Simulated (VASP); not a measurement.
**VH2: single point with PBEsol**

The system is VH2.

```
V H
1.0
     0.00000    2.09758    2.09758
     2.09758    0.00000    2.09758
     2.09758    2.09758    0.00000
V H
1 2
Direct
  0.00000 0.00000 0.00000
  0.75000 0.75000 0.75000
  0.25000 0.25000 0.25000
```

```
Program                : VASP 6.6.1
Task                   : single point
Functional             : PBEsol
Potentials or basis    : VASP PAW PBE potentials, release 64 (V_sv, H)
Cutoff                 : 520 eV
k mesh                 : 11 × 11 × 11
Occupations            : fermi-dirac, width 0.05 eV
Spin                   : no spin polarisation
Dipole correction      : no
Further INCAR settings : ALGO = Normal; EDIFF = 1e-06; NBANDS = 14
```

| Property | Result |
| --- | --- |
| Pressure | -4.0 GPa |

Levels at points of the mesh, in eV from the Fermi level:
```
           k point  band 5  band 6  band 7  band 8  band 9  band 10  band 11  band 12
(0.00, 0.00, 0.00)  -11.64   -1.03   -1.03   -1.03    0.78     0.78     1.30    16.23
```

It took 4.9 s on 1 thread of Intel(R) Xeon(R) 6975P-C (Granite Rapids) (shared host), peak memory 0.14 GiB.

Caveat: the PAW data sets were made with another functional, which shifts forces and pressure a little.
